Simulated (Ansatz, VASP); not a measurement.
**Two plane-wave programs on SiO2**

INCAR

```
ALGO     = Normal         # electronic algorithm
EDIFF    = 1E-7           # SCF threshold, eV
ENCUT    = 520            # plane-wave cutoff, eV
GGA      = PE             # functional
ISIF     = 2              # what is computed and relaxed
ISMEAR   = 0              # smearing method
LASPH    = T              # aspherical terms in the spheres
LCHARG   = F              # write CHGCAR
LREAL    = F              # projectors in reciprocal space
LWAVE    = F              # write WAVECAR
NBANDS   = 34             # bands
NELM     = 60             # most SCF steps
PREC     = Accurate       # precision mode
SIGMA    = 0.05           # smearing width, eV
```

The input KPOINTS:

```
k-points
0
Gamma
  6 6 4
```

POSCAR

```
SiO2
1.0
    4.9522165930      0.0000000000      0.0000000000
   -2.4761082965      4.2887453746      0.0000000000
    0.0000000000      0.0000000000      5.7525981999
Si O
3 6
Direct
    0.0000000000      0.5000000000      0.3333333333
    0.5000000000      0.5000000000      0.6666666667
    0.5000000000      0.0000000000      0.0000000000
    0.5839605948      0.7919802974      0.8333333333
    0.7919802974      0.5839605948      0.5000000000
    0.7919802974      0.2080197026      0.1666666667
    0.4160394052      0.2080197026      0.8333333333
    0.2080197026      0.4160394052      0.5000000000
    0.2080197026      0.7919802974      0.1666666667
```

Input for Ansatz:

```yaml
crystal:
  lattice:
    - [4.952216593, 0.0, 0.0]
    - [-2.4761082965, 4.2887453746, 0.0]
    - [0.0, 0.0, 5.7525981999]
  atoms:
    - { symbol: Si, position: [0.0, 0.5, 0.3333333333] }
    - { symbol: Si, position: [0.5, 0.5, 0.6666666667] }
    - { symbol: Si, position: [0.5, 0.0, 0.0] }
    - { symbol: O, position: [0.5839605948, 0.7919802974, 0.8333333333] }
    - { symbol: O, position: [0.7919802974, 0.5839605948, 0.5] }
    - { symbol: O, position: [0.7919802974, 0.2080197026, 0.1666666667] }
    - { symbol: O, position: [0.4160394052, 0.2080197026, 0.8333333333] }
    - { symbol: O, position: [0.2080197026, 0.4160394052, 0.5] }
    - { symbol: O, position: [0.2080197026, 0.7919802974, 0.1666666667] }
basis:
  ecutwfc: 420
kpoints:
  mp_grid: { grid: [6, 6, 4] }
hamiltonian:
  xc: pbe
scf:
  occupations: { method: gaussian, width: 0.05 }
output:
  forces: true
  stress: true
  eigenvalues: true
```

Change from the starting cell: strain -0.030 along x and y, +0.030 along z, atoms carried along.

Alike in both runs: task single point; functional PBE; k mesh 6 × 6 × 4; occupations gaussian, width 0.05 eV; no spin polarisation.

|  | VASP | Ansatz |
| --- | --- | --- |
| version | VASP 6.6.1 | Ansatz 0.2.0 |
| potentials or method | VASP PAW PBE potentials, release 64 (Si, O), cutoff 520 eV | scalar-relativistic, plane waves, PAW |
| valence electrons in the cell | 48 | 48 |

VASP gave:

- gap on the k mesh at the Fermi level (eV): 5.63
- least direct gap on the mesh (eV): 5.72
- pressure (GPa): 5.5
- traceless stress, the component that is largest in VASP (GPa): -2.79
- rms of the force components (eV/Å): 0.135

Task: Which values does Ansatz return?

Result: gap on the k mesh at the Fermi level (eV): 5.63; least direct gap on the mesh (eV): 5.72; pressure (GPa): 5.4; traceless stress, the component that is largest in VASP (GPa): -2.84; rms of the force components (eV/Å): 0.140.

Atom by atom the forces differ by 0.005 eV/Å (rms over components).
